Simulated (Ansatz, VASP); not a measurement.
# Two plane-wave programs on Nb

INCAR

```
SYSTEM = Nb
AGGAC = 1.0
AGGAX = 1.0
ALDAC = 0.0
ALDAX = 1.0
ALGO = Normal
EDIFF = 1E-6
ENCUT = 520
GGA = B5
GGA_COMPAT = .FALSE.
ISIF = 2
ISMEAR = -1
LASPH = .TRUE.
LCHARG = .FALSE.
LMAXMIX = 4
LORBIT = 11
LORBMOM = .TRUE.
LREAL = .FALSE.
LSORBIT = .TRUE.
LWAVE = .FALSE.
MAGMOM = 0 0 1
NBANDS = 24
NELM = 150
PREC = Accurate
SIGMA = 0.05
```

Contents of KPOINTS:

```
k-points
0
G
  13 13 13
  0 0 0
```

The input POSCAR:

```
Nb
1.0
   -1.6746192086      1.6746192086      1.6746192086
    1.6746192086     -1.6746192086      1.6746192086
    1.6746192086      1.6746192086     -1.6746192086
Nb
1
Direct
    0.0000000000      0.0000000000      0.0000000000
```

Input for Ansatz:

```yaml
crystal:
  lattice:
    - [-1.6746192086, 1.6746192086, 1.6746192086]
    - [1.6746192086, -1.6746192086, 1.6746192086]
    - [1.6746192086, 1.6746192086, -1.6746192086]
  atoms:
    - { symbol: Nb, position: [0.0, 0.0, 0.0], spin: 1.0, spin_axis: [0, 0, 1] }
hamiltonian:
  xc: blyp
  pseudopotentials:
    kind: paw_fr
    azcp:
      Nb: "pseudopotentials/Nb.paw.azcp"
basis:
  ecutwfc: 420
  fft_grid_basis: typed
kpoints:
  mp_grid: { grid: [13, 13, 13], shift: [0, 0, 0] }
magnetization:
  noncollinear: true
  spin_orbit: true
scf:
  occupations: { method: fermi_dirac, width: 0.05 }
```

Alike in both runs: task single point; functional BLYP; k mesh 13 × 13 × 13; occupations fermi-dirac, width 0.05 eV; non-collinear spin, spin-orbit coupling.

|  | VASP | Ansatz |
| --- | --- | --- |
| version | VASP 6.6.1 | Ansatz 0.2.0 |
| potentials or method | VASP PAW PBE potentials, release 64 (Nb_sv), cutoff 520 eV | plane waves (420 eV) with PAW, fully relativistic with spin-orbit coupling |
| valence electrons in the cell | 13 | 13 |

```csv
,VASP,Ansatz,Ansatz less VASP
net moment per atom (μB),0.00,0.00,0.000
```

VASP's potentials were made for PBE, not for BLYP. With one functional, cell and mesh, what is left measures potentials, basis and numerics. Ansatz's warnings: seeded moment not kept.
